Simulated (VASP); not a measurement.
# Ge: single point with LDA

Crystal: Ge.

```
CELL_PARAMETERS angstrom
2.95207 0.00000 0.00000
-1.62959 2.46153 0.00000
0.00000 0.00000 2.69823
ATOMIC_POSITIONS crystal
Ge 0.50000 0.50000 0.00000
```

```json
{
 "Program": "VASP 6.6.1",
 "Task": "single point",
 "Functional": "LDA",
 "Potentials or basis": "VASP PAW LDA potentials, release 64 (Ge_d)",
 "Cutoff": "520 eV",
 "k mesh": "13 × 13 × 12",
 "Occupations": "fermi-dirac, width 0.05 eV",
 "Spin": "no spin polarisation",
 "Dipole correction": "no",
 "Further INCAR settings": "ALGO = Normal; EDIFF = 1e-07; NBANDS = 13"
}
```

```
Pressure               : -5.6 GPa
Band gap on the k mesh : zero (band 7 reaches 12.54 eV, above the bottom of band 8 at 3.39 eV)
```

Stress tensor (GPa, compression positive):
```
-6.13  1.06  0.00
 1.06 -4.72  0.00
 0.00  0.00 -5.90
```

Levels at points of the mesh, in eV from the Fermi level:
```
           k point  band 5  band 6  band 7  band 8  band 9  band 10
(0.00, 0.00, 0.00)  -24.58  -12.85    6.61    7.05    8.54    10.27
(0.00, 0.00, 0.50)  -24.61   -9.12   -5.63    9.81   11.30    16.09
```

Run time: 31 s on 1 thread of Intel(R) Xeon(R) Platinum 8259CL CPU @ 2.50GHz (Skylake/Cascade Lake), with other jobs on the host, peak memory 0.18 GiB.
